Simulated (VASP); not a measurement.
Cu: density of states with PBE

Crystal: Cu.

```xyz
1
Lattice="0.0000 1.7887 1.7887 1.7887 0.0000 1.7887 1.7887 1.7887 0.0000" Properties=species:S:1:pos:R:3 pbc="T T T"
Cu    0.0000    0.0000    0.0000
```

| Item | Value |
| --- | --- |
| Program | VASP 6.6.1 |
| Task | density of states |
| Functional | PBE |
| Potentials or basis | VASP PAW PBE potentials, release 64 (Cu) |
| Cutoff | 520 eV |
| k mesh | 11 × 11 × 11 |
| Occupations | fermi-dirac, width 0.1 eV |
| Spin | no spin polarisation |
| Dipole correction | no |
| k mesh for the DOS | 17 × 17 × 17 |
| Occupations for the DOS | tetrahedron |
| Further INCAR settings | ALGO = Normal; EDIFF = 1e-06; NBANDS = 12 |

```json
{
 "Valence electrons inside the program's atomic spheres": "Cu 10.04"
}
```

Levels at points of the mesh, in eV from the Fermi level:
```
           k point  band 2  band 3  band 4  band 5  band 6  band 7  band 8  band 9  band 10  band 11
(0.00, 0.00, 0.00)   -3.18   -3.18   -3.18   -2.32   -2.32   22.80   25.69   25.69    25.69    28.21
```

Wall time 19 s on 1 thread of Intel(R) Xeon(R) Platinum 8259CL CPU @ 2.50GHz (Skylake/Cascade Lake), with other jobs on the host, peak memory 0.13 GiB.
